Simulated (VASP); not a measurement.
Input of a VASP 6.6.1 run:

INCAR

```
PREC = Accurate
ENCUT = 520
EDIFF = 1E-6
ISMEAR = -1
SIGMA = 0.17
LREAL = Auto
LASPH = T
NELM = 100
ALGO = Normal
ISIF = 2
LWAVE = F
LCHARG = F
GGA = PE
IVDW = 12
NBANDS = 110
```

File KPOINTS:

```
Automatic mesh
0
Gamma
  2 2 2
```

POSCAR

```
Cr
1.0
    6.0346920000      0.0000000000      0.0000000000
    0.0000000000      6.0346920000      0.0000000000
    0.0000000000      0.0000000000      6.0346920000
Cr
16
Direct
   -0.0268116418      0.0134058209      0.0280213141
    0.4678283498     -0.0151954731      0.0395380576
   -0.0536729961      0.4874979535      0.0213929725
   -0.0149137686      0.0125607073      0.5080126707
    0.2178735882      0.1934150078      0.2594332901
    0.4216619506      0.4996278186     -0.0010439638
    0.4685574674      0.0206307132      0.5481804208
    0.7360110508      0.2561191193      0.2572790790
   -0.0539712714      0.5280799749      0.5000752317
    0.2344278714      0.6984780665      0.2694420859
    0.2509490128      0.2155370978      0.7530458887
    0.5034556859      0.4624925348      0.4946565624
    0.7162088803      0.7219921083      0.2648685302
    0.7584479871      0.2464583114      0.7958318337
    0.2278492423      0.7043275779      0.7068132060
    0.7393749341      0.7284050288      0.7297638388
```

Potentials or basis: VASP PAW PBE potentials, release 64 (Cr_pv).

The run is started by

```bash
$ cat potpaw_PBE.64/Cr_pv/POTCAR > POTCAR
$ mpirun -np 1 vasp_std > vasp.out
```

Task: What does it give for the largest force?

Result: 1.890 eV/Å.

Task: What does it give for the band gap on the k mesh?

Result: Zero (bands 96 and 97 overlap by 0.35 eV).

Task: Estimate the dispersion energy per atom.

Result: -0.414 eV.

Forces on the atoms (eV/Å):
```
Cr  -0.175 -0.969 -0.540
Cr   0.199 -0.030 -0.540
Cr   0.556  0.415 -0.401
Cr  -0.484 -0.553  0.336
Cr   0.347  1.178 -0.193
Cr   1.308 -0.337  0.355
Cr   0.664 -1.313 -1.041
Cr  -0.478 -1.165  0.359
Cr   1.124 -1.441  0.484
Cr  -0.038  0.917 -0.747
Cr  -0.967  0.507  0.537
Cr  -1.252  1.106  0.320
Cr   0.212  0.959 -0.649
Cr  -0.782 -0.550 -1.028
Cr   0.283  0.791  1.580
Cr  -0.515  0.484  1.168
```

Caveat: the k points lie up to 0.52 Å⁻¹ apart; the run has no spin polarisation, though such a crystal can be magnetic; forces of over 1 eV/Å act on the atoms, so gaps and moduli don't describe the material at rest. Spin polarisation is off, so any magnetic state and its effect on volume and gap are missing.
